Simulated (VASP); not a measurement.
Here is a VASP 6.6.1 calculation.

INCAR

```
PREC = Accurate ; ENCUT = 520
EDIFF = 1E-7 ; ISMEAR = 0
SIGMA = 0.15 ; LREAL = F
LASPH = T ; NELM = 100
ALGO = Fast ; ISIF = 2
LWAVE = F ; LCHARG = T
GGA = PE ; LELF = T
LVHAR = T ; NBANDS = 9
```

File KPOINTS:

```
Automatic mesh
0
Gamma
  24 24 14
```

POSCAR

```
Be
1.0
    2.2995019849      0.0000000000      0.0000000000
   -1.1497509925      1.9914271350      0.0000000000
    0.0000000000      0.0000000000      3.7809450000
Be
2
Direct
    0.3333333333      0.6666666667      0.2500000000
    0.6666666667      0.3333333333      0.7500000000
```

Potentials or basis: VASP PAW PBE potentials, release 64 (Be).

The run is started by

```sh
$ cat potpaw_PBE.64/Be/POTCAR > POTCAR
$ mpirun -np 1 vasp_std > vasp.out
```

Predict the pressure.

-9.6 GPa.

Predict the band gap on the k mesh.

zero (band 2 reaches 7.20 eV, above the bottom of band 3 at 5.50 eV).

Stress tensor (GPa, compression positive):
```
 -5.16   0.00   0.00
  0.00  -5.16   0.00
  0.00   0.00 -18.49
```

Caveat: the cell differs from its parent crystal (strain +0.000 along x and y, +0.050 along z).
